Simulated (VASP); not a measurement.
A run of VASP 6.6.1:

INCAR

```
ALGO = Normal ; EDIFF = 1E-6
ENCUT = 520 ; GGA = PE
ISIF = 2 ; ISMEAR = 0
ISPIN = 2 ; LASPH = True
LCHARG = False ; LORBIT = 11
LREAL = False ; LWAVE = False
MAGMOM = 0 0 0 0 0 1 1 1 ; NBANDS = 30
NELM = 150 ; PREC = Accurate
SIGMA = 0.1
```

Contents of KPOINTS:

```
k-points
0
Gamma
  6 6 2
```

POSCAR

```
Al5O3
1.0
    2.6600404702      0.0000000000      0.0000000000
    0.0000000000      2.6600404702      0.0000000000
    0.0000000000      0.0000000000     13.5534084982
Al O
5 3
Direct
    0.0000000000      0.0000000000      0.2422398193
    0.0000000000      0.0000000000      0.7577601807
    0.0000000000      0.0000000000      0.0000000000
    0.5000000000      0.5000000000      0.3918389204
    0.5000000000      0.5000000000      0.6081610796
    0.5000000000      0.5000000000      0.0826606094
    0.5000000000      0.5000000000      0.9173393906
    0.0000000000      0.0000000000      0.5000000000
```

Potentials or basis: VASP PAW PBE potentials, release 64 (Al, O).

Command:

```console
$ cat potpaw_PBE.64/Al/POTCAR potpaw_PBE.64/O/POTCAR > POTCAR
$ mpirun -np 1 vasp_std > vasp.out
```

Hardware: 1 thread of AMD EPYC 7R43 64-Core Processor (Zen 3), on a shared host.

Task: How long does it take, and how much memory?

Result: Run time: 2 min on 1 thread of AMD EPYC 7R43 64-Core Processor (Zen 3), with other jobs on the host, peak memory 0.23 GiB. Counts: scf iterations 16, k points 20.
